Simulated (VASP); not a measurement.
# Zn (P1) in VASP: single point with PBEsol

Aim: the single point of Zn with PBEsol.

Everything below comes from runs of VASP 6.6.1. Logs are shortened: lines on timing, memory, paths and dates and some standing lists are left out, and cuts for length are marked.

## 1. The cell of the first run

The typed cell holds 4 atoms: a = 5.340 Å, b = 2.670 Å, c = 4.966 Å, α = 90.00°, β = 90.00°, γ = 120.00°.

## 2. Single point, PBEsol

The input, INCAR:

```
SYSTEM = Zn
  PREC = Accurate
  ENCUT = 520
  EDIFF = 1E-6
  ISMEAR = -1
  SIGMA = 0.08
  LREAL = .FALSE.
  LASPH = .TRUE.
  NELM = 80
  ALGO = Normal
  ISIF = 2
  LWAVE = .FALSE.
  LCHARG = .FALSE.
  GGA = PS
  NBANDS = 32
```

The input, KPOINTS:

```
regular mesh
0
G
  4 8 4
  0 0 0
```

The input, POSCAR:

```
Zn
1.0
    5.3400000000      0.0000000000      0.0000000000
   -1.3350000000      2.3122878281      0.0000000000
    0.0000000000      0.0000000000      4.9660000000
Zn
4
Direct
    0.1629289342      0.6676206055      0.2445225534
    0.6435270431      0.6374617304      0.2416629078
    0.3344058364      0.2995154805      0.7590195328
    0.8410063917      0.3658675143      0.7530543697
```

Potentials or basis: VASP PAW PBE potentials, release 64 (Zn).

Launch:

```sh
> cat potpaw_PBE.64/Zn/POTCAR > POTCAR
> mpirun -np 1 vasp_std > vasp.out
```

OUTCAR:

```text
SYSTEM = Zn
   PREC = Accurate
   ENCUT = 520
   EDIFF = 1E-6
   ISMEAR = -1
   LREAL = .FALSE.
   LASPH = .TRUE.
   NELM = 80
   ISIF = 2
   GGA = PS

 ion  position               nearest neighbor table
   1  0.163  0.668  0.245-   2 2.58   2 2.61   2 2.73   2 2.76   3 2.82   4 2.86   3 2.92   4 2.93
                             3 2.94   3 3.04
   2  0.644  0.637  0.242-   1 2.58   1 2.61   1 2.73   1 2.76   3 2.79   4 2.88   3 2.94   4 2.95
                             4 2.98
   3  0.334  0.300  0.759-   4 2.57   4 2.62   4 2.73   4 2.78   2 2.79   1 2.82   1 2.92   2 2.94
                             1 2.94   1 3.04
   4  0.841  0.366  0.753-   3 2.57   3 2.62   3 2.73   3 2.78   1 2.86   2 2.88   1 2.93   2 2.95
                             2 2.98

  Warning from LATTYP: Monoclinic adjustment (A1->A3, A2->A1, A3->A2)!
  LATTYP: Found a simple orthorhombic cell.
 ALAT       =     2.6700000000
 B/A-ratio  =     1.7320508076
 C/A-ratio  =     1.8599250936

  Lattice vectors:

 A1 = (   1.3350000000,  -2.3122878281,   0.0000000000)
 A2 = (   4.0050000000,   2.3122878281,   0.0000000000)
 A3 = (   0.0000000000,   0.0000000000,   4.9660000000)

Analysis of symmetry for initial positions (statically):
=====================================================================
 Subroutine PRICEL returns:
 Original cell was already a primitive cell.

 Routine SETGRP: Setting up the symmetry group for a
 simple orthorhombic supercell.

 Subroutine GETGRP returns: Found  1 space group operations
 (whereof  1 operations were pure point group operations)
 out of a pool of  8 trial point group operations.

The static configuration has the point symmetry C_1 .

Analysis of symmetry for dynamics (positions and initial velocities):
=====================================================================
 Subroutine PRICEL returns:
 Original cell was already a primitive cell.

 Routine SETGRP: Setting up the symmetry group for a
 simple orthorhombic supercell.

 Subroutine GETGRP returns: Found  1 space group operations
 (whereof  1 operations were pure point group operations)
 out of a pool of  8 trial point group operations.

The dynamic configuration has the point symmetry C_1 .

 Subroutine INISYM returns: Found  1 space group operations
 (whereof  1 operations are pure point group operations),
 and found     1 'primitive' translations

----------------------------------------------------------------------------------------

                                     Primitive cell

  volume of cell :      61.3183

  direct lattice vectors                    reciprocal lattice vectors
     5.340000000  0.000000000  0.000000000     0.187265918  0.108118028  0.000000000
    -1.335000000  2.312287828  0.000000000     0.000000000  0.432472112  0.000000000
     0.000000000  0.000000000  4.966000000     0.000000000  0.000000000  0.201369311

  length of vectors
     5.340000000  2.670000000  4.966000000     0.216236056  0.432472112  0.201369311

  position of ions in fractional coordinates (direct lattice)
     0.162928934  0.667620605  0.244522553
     0.643527043  0.637461730  0.241662908
     0.334405836  0.299515480  0.759019533
     0.841006392  0.365867514  0.753054370

  ion indices of the primitive-cell ions
   primitive index   ion index
                 1           1
                 2           2
                 3           3
                 4           4

----------------------------------------------------------------------------------------

 KPOINTS: regular mesh

Automatic generation of k-mesh.
 Grid dimensions read from file:
 generate k-points for:    4    8    4

 Generating k-lattice:

  Cartesian coordinates                     Fractional coordinates (reciprocal lattice)
     0.046816479  0.027029507  0.000000000     0.250000000  0.000000000  0.000000000
     0.000000000  0.054059014  0.000000000     0.000000000  0.125000000  0.000000000
     0.000000000  0.000000000  0.050342328     0.000000000  0.000000000  0.250000000

  Length of vectors
     0.054059014  0.054059014  0.050342328

  Shift w.r.t. Gamma in fractional coordinates (k-lattice)
     0.000000000  0.000000000  0.000000000

 Subroutine IBZKPT returns following result:
 ===========================================

 Found     68 irreducible k-points:

 Following reciprocal coordinates:
            Coordinates               Weight
  0.000000  0.000000  0.000000      1.000000
  0.250000  0.000000  0.000000      2.000000
  0.500000  0.000000  0.000000      1.000000
  0.000000  0.125000  0.000000      2.000000
 -0.250000  0.125000  0.000000      2.000000
  0.250000  0.125000  0.000000      2.000000
[... 16 lines left out ...]
  0.000000  0.125000  0.250000      2.000000
 -0.250000  0.125000 -0.250000      2.000000
 [... further k-points ...]
   k-points           NKPTS =     68   k-points in BZ     NKDIM =     68   number of bands    NBANDS=     32
   number of dos      NEDOS =    301   number of ions     NIONS =      4
   total plane-waves  NPLWV =  32000
   dimension x,y,z NGX =    40 NGY =   20 NGZ =   40
   dimension x,y,z NGXF=    80 NGYF=   40 NGZF=   80
   ions per type =               4
   NGX,Y,Z   is equivalent  to a cutoff of  12.45, 12.45, 13.39 a.u.
   NGXF,Y,Z  is equivalent  to a cutoff of  24.91, 24.91, 26.78 a.u.
 SYSTEM =  Zn
   PREC   = accura    normal or accurate (medium, high low for compatibility)
   ISTART =      0    job   : 0-new  1-cont  2-samecut
   ICHARG =      2    charge: 1-file 2-atom 10-const
   ISPIN  =      1    spin polarized calculation?
   LNONCOLLINEAR =      F non collinear calculations
   LSORBIT =      F    spin-orbit coupling
   LASPH  =      T    aspherical Exc in radial PAW
   ENCUT  =  520.0 eV  38.22 Ry    6.18 a.u.   9.93  4.96  9.23*2*pi/ulx,y,z
   NELM   =     80;   NELMIN=  2; NELMDL= -5     # of ELM steps
   EDIFF  = 0.1E-05   stopping-criterion for ELM
   LREAL  =      F    real-space projection
   EDIFFG = 0.1E-04   stopping-criterion for IOM
   NSW    =      0    number of steps for IOM
   IBRION =     -1    ionic relax: 0-MD 1-quasi-New 2-CG
   NFREE  =      0    steps in history (QN), initial steepest desc. (CG)
   ISIF   =      2    stress and relaxation
   ISYM   =      2    0-nonsym 1-usesym 2-fastsym
   POTIM  = 0.5000    time-step for ionic-motion
   TEBEG  =    0.0;   TEEND  =   0.0 temperature during run
   PSTRESS=    0.0 pullay stress
   NELECT =      48.0000    total number of electrons
   NUPDOWN=      -1.0000    fix difference up-down
   EMIN   =  10.00;   EMAX   =-10.00  energy-range for DOS
   EFERMI =   0.00;   METHOD = LEGACY
   ISMEAR =    -1;   SIGMA  =   0.08  broadening in eV -4-tet -1-fermi 0-gaus
   EFERMI_NEDOS =   21; number of points for ismear=-14 and -15
   IALGO  =     38    algorithm
   IMIX   =      4    mixing-type and parameters
     AMIX     =   0.40;   BMIX     =  1.00
     AMIX_MAG =   1.60;   BMIX_MAG =  1.00
  volume/ion in A,a.u.               =      15.33       103.45
  Fermi-wavevector in a.u.,A,eV,Ry     =   1.508778  2.851177 30.972445  2.276410
  Thomas-Fermi vector in A             =   2.619187
   LORBIT       =      0    0 simple, 1 ext, 2 COOP (PROOUT), +10 PAW based schemes
   GGA     = PS    functional components
   LHFCALC =     F    Hartree Fock is set to
   AEXX    =    0.0000 exact exchange contribution
   IVDW    =     0    specifies the selected vdW correction
   LEPSILON=     F    determine dielectric tensor
   LRPA    =     F    only Hartree local field effects (RPA)
 non-spin polarized calculation
  energy-cutoff  :      520.00
  volume of cell :       61.32
 maximum number of plane-waves:      1684
   NGX = 19   NGY =  9   NGZ = 19

 number of electron      47.9999992 magnetization

 Free energy of the ion-electron system (eV)
  ---------------------------------------------------
  ext. energy  EPLUGINS =         0.00000000
  ---------------------------------------------------
  free energy    TOTEN  =        -6.17121327 eV

  energy without entropy =       -6.14824228  energy(sigma->0) =       -6.15972777

 E-fermi :   2.7692     XC(G=0): -11.6532

 val. band max:        2.7493074841   @ k =   0.2500   0.5000   0.0000
 cond. band min:       2.8202826949   @ k =  -0.2500   0.2500   0.5000
 fundamental gap:      0.0709752108
 Fermi energy:         2.7692359866

 k-point     1 :       0.0000    0.0000    0.0000
  band No.  band energies     occupation
      1      -7.4830      2.00000
      2      -5.6839      2.00000
      3      -5.4757      2.00000
      4      -5.3682      2.00000
      5      -5.2246      2.00000
      6      -4.9973      2.00000
[... 24 lines left out ...]
     31      16.3741      0.00000
     32      16.9523      0.00000

 k-point     2 :       0.2500    0.0000    0.0000
  band No.  band energies     occupation
      1      -7.0283      2.00000
      2      -5.5014      2.00000
      3      -5.4286      2.00000
      4      -5.3372      2.00000
      5      -5.1366      2.00000
      6      -4.9626      2.00000
[... 24 lines left out ...]
     31      15.2344      0.00000
     32      16.8360      0.00000

 k-point     3 :       0.5000    0.0000    0.0000
  band No.  band energies     occupation
      1      -5.9506      2.00000
      2      -5.7563      2.00000
      3      -5.3021      2.00000
      4      -5.2519      2.00000
      5      -4.9250      2.00000
      6      -4.8980      2.00000
[... 24 lines left out ...]
     31      15.2901      0.00000
     32      15.5107      0.00000

 k-point     4 :       0.0000    0.1250    0.0000
  band No.  band energies     occupation
      1      -7.0284      2.00000
      2      -5.5022      2.00000
      3      -5.3388      2.00000
      4      -5.2248      2.00000
      5      -5.1733      2.00000
      6      -4.9543      2.00000
[... 24 lines left out ...]
     31      15.1762      0.00000
     32      15.4078      0.00000

 k-point     5 :      -0.2500    0.1250    0.0000
  band No.  band energies     occupation
      1      -7.0291      2.00000
      2      -5.5048      2.00000
      3      -5.3391      2.00000
      4      -5.2230      2.00000
      5      -5.1739      2.00000
      6      -4.9572      2.00000
[... 584 lines left out ...]
     31      14.0239      0.00000
     32      15.6359      0.00000

 k-point    22 :       0.5000    0.0000    0.2500
  band No.  band energies     occupation
      1      -5.7288      2.00000
      2      -5.5810      2.00000
      3      -5.2727      2.00000
      4      -5.2370      2.00000
      5      -4.9911      2.00000
      6      -4.9663      2.00000
[... 24 lines left out ...]
     31      13.7970      0.00000
     32      13.9524      0.00000

 k-point    23 :       0.0000    0.1250    0.2500
  band No.  band energies     occupation
      1      -6.6753      2.00000
      2      -5.5189      2.00000
      3      -5.3472      2.00000
      4      -5.3018      2.00000
      5      -5.0886      2.00000
      6      -5.0099      2.00000
[... 24 lines left out ...]
     31      12.7032      0.00000
     32      13.5005      0.00000

 k-point    24 :      -0.2500    0.1250   -0.2500
  band No.  band energies     occupation
      1      -6.6760      2.00000
      2      -5.5219      2.00000
      3      -5.3475      2.00000
      4      -5.3025      2.00000
      5      -5.0861      2.00000
      6      -5.0131      2.00000
[... 24 lines left out ...]
     31      12.6989      0.00000
     32      13.5026      0.00000

 [... further k-points ...]
[... 5 lines left out ...]
  --------------------------------------------------------------------------------------
  -------------------------------------------------------------------------------------
  Total       -1.3988986     -1.3324415     -2.6605618      0.0961867      0.0093480      0.0402220
  in kB      -36.5516472    -34.8151981    -69.5174872      2.5132501      0.2442525      1.0509567
  external PRESSURE =     -46.9614442 kB  Pullay stress =       0.0000000 kB

 VOLUME and BASIS-vectors are now :
 -----------------------------------------------------------------------------
  energy-cutoff  :      520.00
  volume of cell :       61.32
      direct lattice vectors                 reciprocal lattice vectors
     5.340000000  0.000000000  0.000000000     0.187265918  0.108118028  0.000000000
    -1.335000000  2.312287828  0.000000000     0.000000000  0.432472112  0.000000000
     0.000000000  0.000000000  4.966000000     0.000000000  0.000000000  0.201369311

 POSITION                                       TOTAL-FORCE (eV/Angst)
 -----------------------------------------------------------------------------------
     -0.02123      1.54373      1.21430        -0.292361     -0.221855      0.112513
      2.58542      1.47400      1.20010         0.370364      0.252826      0.121211
      1.38587      0.69257      3.76929        -0.037705      0.219931     -0.144934
      4.00254      0.84599      3.73967        -0.040299     -0.250902     -0.088790
 -----------------------------------------------------------------------------------
    total drift:                                0.000139      0.000282     -0.000447

  FREE ENERGIE OF THE ION-ELECTRON SYSTEM (eV)
  ---------------------------------------------------
  free  energy   TOTEN  =        -6.1712132653 eV

  energy  without entropy=       -6.1482422786  energy(sigma->0) =       -6.15972777
```

Run time: 83 s. Hardware: 1 thread of Intel Xeon 6975P-C, shared host; peak memory 0.23 GiB.

What came out:

| Property | Result |
| --- | --- |
| Free energy | -6.1712 eV |
| Pressure | -4.7 GPa |
| Largest force | 0.465 eV/Å |
| Band gap on the k mesh | zero (band 24 reaches 4.18 eV, above the bottom of band 25 at 0.65 eV) |

Forces on the atoms (eV/Å):
```
Zn  -0.292 -0.222  0.113
Zn   0.370  0.253  0.121
Zn  -0.038  0.220 -0.145
Zn  -0.040 -0.251 -0.089
```

Caveat: the PAW data sets were made with another functional, which shifts forces and pressure a little.
